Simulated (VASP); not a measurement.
Write the native input for VASP 6.6.1 that does the following.

| Property | Result |
| --- | --- |
| Task | single point |
| Functional | PBEsol |
| Potentials or basis | VASP PAW PBE potentials, release 64 (Ir) |
| Cutoff | 520 eV |
| k mesh | 23 × 23 × 23 |
| Occupations | fermi-dirac, width 0.1 eV |
| Spin | no spin polarisation |
| Dipole correction | no |
| Further INCAR settings | ALGO = Normal; EDIFF = 1e-07; NBANDS = 10 |

The structure of Ir lies in POSCAR:

```
Ir
1.0
    0.0000000000      1.8899180828      1.8899180828
    1.8899180828      0.0000000000      1.8899180828
    1.8899180828      1.8899180828      0.0000000000
Ir
1
Direct
    0.0000000000      0.0000000000      0.0000000000
```

This cell differs from its parent crystal: volume scaled by 0.96.

These files were run (other wordings do the same):

INCAR

```
ALGO     = Normal         # electronic algorithm
EDIFF    = 1E-7           # SCF threshold, eV
ENCUT    = 520            # plane-wave cutoff, eV
GGA      = PS             # functional
ISIF     = 2              # what is computed and relaxed
ISMEAR   = -1             # smearing method
LASPH    = True           # aspherical terms in the spheres
LCHARG   = False          # write CHGCAR
LREAL    = False          # projectors in reciprocal space
LWAVE    = False          # write WAVECAR
NBANDS   = 10             # bands
NELM     = 60             # most SCF steps
PREC     = Accurate       # precision mode
SIGMA    = 0.1            # smearing width, eV
```

KPOINTS

```
k-points
0
Gamma
  23 23 23
```

Potentials or basis: VASP PAW PBE potentials, release 64 (Ir).

Launch:

```console
$ cat potpaw_PBE.64/Ir/POTCAR > POTCAR
$ mpirun -np 1 vasp_std > vasp.out
```

Results of the run:

```
Pressure : 18.5 GPa
```

Caveat: the PAW data sets were made with another functional, which shifts forces and pressure a little.

It took 18 s on 1 thread of Intel(R) Xeon(R) 6975P-C (Granite Rapids), on a shared host, peak memory 0.17 GiB.
